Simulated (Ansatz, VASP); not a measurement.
**Cu in VASP and in Ansatz**

Contents of INCAR:

```
SYSTEM = Cu
ALGO = Fast ; EDIFF = 1E-6
EDIFFG = -0.003 ; ENCUT = 600
GGA = PE ; IBRION = 2
ISIF = 3 ; ISMEAR = 0
KPAR = 4 ; LASPH = .TRUE.
LCHARG = .FALSE. ; LREAL = .FALSE.
LWAVE = .FALSE. ; NELM = 60
NSW = 80 ; PREC = Accurate
SIGMA = 0.1
```

File KPOINTS:

```
k-points
0
G
  66 66 66
  0 0 0
```

POSCAR

```
Cu
1.0
    0.0000000000      1.8150000000      1.8150000000
    1.8150000000      0.0000000000      1.8150000000
    1.8150000000      1.8150000000      0.0000000000
Cu
1
Direct
    0.0000000000      0.0000000000      0.0000000000
```

Input for Ansatz:

```yaml
crystal:
  lattice:
    - [0.0, 1.815, 1.815]
    - [1.815, 0.0, 1.815]
    - [1.815, 1.815, 0.0]
  atoms:
    - { symbol: Cu, position: [0.0, 0.0, 0.0] }
scf:
  occupations: { method: gaussian, width: 0.1 }
output:
  forces: true
  stress: true
  eigenvalues: true
  write_density: true
  write_potential: true
  elf: true
  volumetric_format: npy
hamiltonian:
  xc: pbe
relax:
  f_tol: 0.003
  max_steps: 60
  cell: { stress_tol: 0.02 }
kpoints:
  mp_grid: { grid: [66, 66, 66] }
```

Alike in both runs: task relaxation of cell and atoms; functional PBE; k mesh 66 × 66 × 66; occupations gaussian, width 0.1 eV; no spin polarisation.

```csv
,VASP,Ansatz
version,VASP 6.6.1,Ansatz 0.2.0
potentials or method,"VASP PAW PBE potentials, release 64 (Cu)","scalar-relativistic, plane waves, PAW"
plane-wave cutoff (eV),600,420
valence electrons in the cell,11,19
```

|  | VASP | Ansatz | Ansatz less VASP |
| --- | --- | --- | --- |
| gap on the k mesh at the Fermi level, each at its own relaxed structure (eV) | none | none | - |
| relaxed volume (Å³/atom) | 12.01 | 11.95 | -0.057 |
| relaxed cell length with the largest relative difference (Å) | 2.571 | 2.566 | -0.0041 |

A gap of «none» marks a metal or a gap that the smearing closes. VASP's potentials hold 11 valence electrons a cell and Ansatz's 19, so a difference there can come from the potentials and not from the codes.
